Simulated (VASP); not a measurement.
Ti, 3 atoms in the cell. Symmetry: P6/mmm, No. 191, hexagonal system. The conventional cell has a = 4.614 Å, b = 4.614 Å, c = 2.853 Å, α = 90.00°, β = 90.00°, γ = 120.00°. Within 3.8 Å of Ti (site symmetry 6/mmm) lie 14 Ti at 2.85 to 3.02 Å. Within 3.5 Å of Ti (site symmetry -6m2) lie 11 Ti at 2.66 to 3.02 Å. This isn't the form of Ti at room conditions, which is hcp. This cell differs from its parent crystal: equal strain along all axes, cell held: +1.0 %.

```yaml
Program: VASP 6.6.1
Task: single point
Functional: r2SCAN
Potentials_or_basis: VASP PAW PBE potentials, release 64 (Ti_sv)
Cutoff: 520 eV
k_mesh: 12 × 12 × 18
Occupations: gaussian, width 0.1 eV
Spin: no spin polarisation
Dipole_correction: no
Further_INCAR_settings: ALGO = Normal; EDIFF = 1e-06; NBANDS = 25
```

Potentials or basis: VASP PAW PBE potentials, release 64 (Ti_sv).

Command:

```sh
$ cat potpaw_PBE.64/Ti_sv/POTCAR > POTCAR
$ cp INCAR.step1 INCAR
$ mpirun -np 1 vasp_std > vasp.out
$ cp INCAR.step2 INCAR
$ mpirun -np 1 vasp_std > vasp.out
```

Hardware: 1 thread of Intel Xeon 8259CL, with other jobs on the host.

Q: How long does it take, and how much memory?

A: Wall time 22 min on 1 thread of Intel Xeon 8259CL, on a shared host, peak memory 0.32 GiB. Counts: k points 190.
